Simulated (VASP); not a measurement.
Wanted: the native input for a VASP 6.6.1 run.

```
Task                   : single point
Functional             : PBE
Dispersion             : D3(BJ)
Potentials or basis    : VASP PAW PBE potentials, release 64 (W_sv, S)
Cutoff                 : 520 eV
k mesh                 : 12 × 12 × 4
Occupations            : gaussian, width 0.02 eV
Spin                   : no spin polarisation
Dipole correction      : no
Further INCAR settings : ALGO = Normal; EDIFF = 1e-06; NBANDS = 35
```

The structure of WS2 lies in POSCAR:

```
WS2
1.0
    3.0595260465      0.0000000000      0.0000000000
   -1.5297630233      2.6496272798      0.0000000000
    0.0000000000      0.0000000000     12.2617082722
W S
2 4
Direct
    0.3333333333      0.6666666667      0.7499786599
    0.6666666667      0.3333333333      0.2500213401
    0.3333333333      0.6666666667      0.1187221134
    0.6666666667      0.3333333333      0.6186804779
    0.3333333333      0.6666666667      0.3813195221
    0.6666666667      0.3333333333      0.8812778866
```

This cell differs from its parent crystal: biaxial strain in the a-b plane: -3.0 %, then relaxed in part.

These files were run (other wordings do the same):

INCAR

```
SYSTEM = WS2
PREC = Accurate ; ENCUT = 520
EDIFF = 1E-6 ; ISMEAR = 0
SIGMA = 0.02 ; LREAL = .False.
LASPH = .True. ; NELM = 80
ALGO = Normal ; ISIF = 2
LWAVE = .False. ; LCHARG = .False.
GGA = PE ; IVDW = 12
NBANDS = 35
```

KPOINTS

```
regular mesh
0
Gamma
  12 12 4
  0 0 0
```

Potentials or basis: VASP PAW PBE potentials, release 64 (W_sv, S).

The run is started by

```console
$ cat potpaw_PBE.64/W_sv/POTCAR potpaw_PBE.64/S/POTCAR > POTCAR
$ mpirun -np 1 vasp_std > vasp.out
```

Results of the run:

```
Pressure                   : 6.8 GPa
Band gap on the k mesh     : 0.97 eV, indirect (least direct gap 2.17 eV)
Dispersion energy per atom : -0.459 eV
```

Caveat: the cell differs from its parent crystal (biaxial strain in the a-b plane: -3.0 %, then relaxed in part); spin-orbit coupling is left out, which moves the levels of the heavy elements.

Wall time 2.4 min on 1 thread of AMD EPYC 9R45 96-Core Processor (Zen 5), on a shared host, peak memory 0.32 GiB.
